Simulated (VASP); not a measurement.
Set up this calculation in VASP 6.6.1, as the native input.

- Task: single point
- Functional: PBEsol
- Potentials or basis: VASP PAW PBE potentials, release 64 (Co, Si)
- Cutoff: 520 eV
- k mesh: 9 × 9 × 12
- Occupations: gaussian, width 0.1 eV
- Spin: no spin polarisation
- Dipole correction: no
- Further INCAR settings: ALGO = Normal; EDIFF = 1e-06; NBANDS = 16; ISYM = 0

The structure of CoSi2 lies in POSCAR:

```
CoSi2
1.0
    3.8330589177      0.0000000000      0.0000000000
   -1.9165294588      3.3195263969      0.0000000000
    1.9165294588      1.1065087990      2.9938213399
Co Si
1 2
Direct
    0.0000000000      0.0000000000      0.0000000000
    0.5000000000      0.7500000000      0.7500000000
    0.5000000000      0.2500000000      0.2500000000
```

One way to write it, as run:

INCAR

```
PREC = Accurate ; ENCUT = 520
EDIFF = 1E-6 ; ISMEAR = 0
SIGMA = 0.1 ; LREAL = F
LASPH = T ; NELM = 80
ALGO = Normal ; ISIF = 2
LWAVE = F ; LCHARG = F
GGA = PS ; NBANDS = 16
ISYM = 0
```

KPOINTS

```
regular mesh
0
Gamma
  9 9 12
```

Potentials or basis: VASP PAW PBE potentials, release 64 (Co, Si).

Run with:

```sh
$ cat potpaw_PBE.64/Co/POTCAR potpaw_PBE.64/Si/POTCAR > POTCAR
$ mpirun -np 1 vasp_std > vasp.out
```

Results of the run:

```
Pressure               : -2.6 GPa
Largest force          : 0.462 eV/Å
Band gap on the k mesh : zero (an odd number of electrons rules out a gap without spin polarisation)
```

Caveat: the stress differs along the axes, from -7 to 7 GPa; the PAW data sets were made with another functional, which shifts forces and pressure a little; the run has no spin polarisation, though such a crystal can be magnetic.

Run time: 7.4 min on 1 thread of Intel Xeon 8259CL (shared host), peak memory 0.4 GiB.
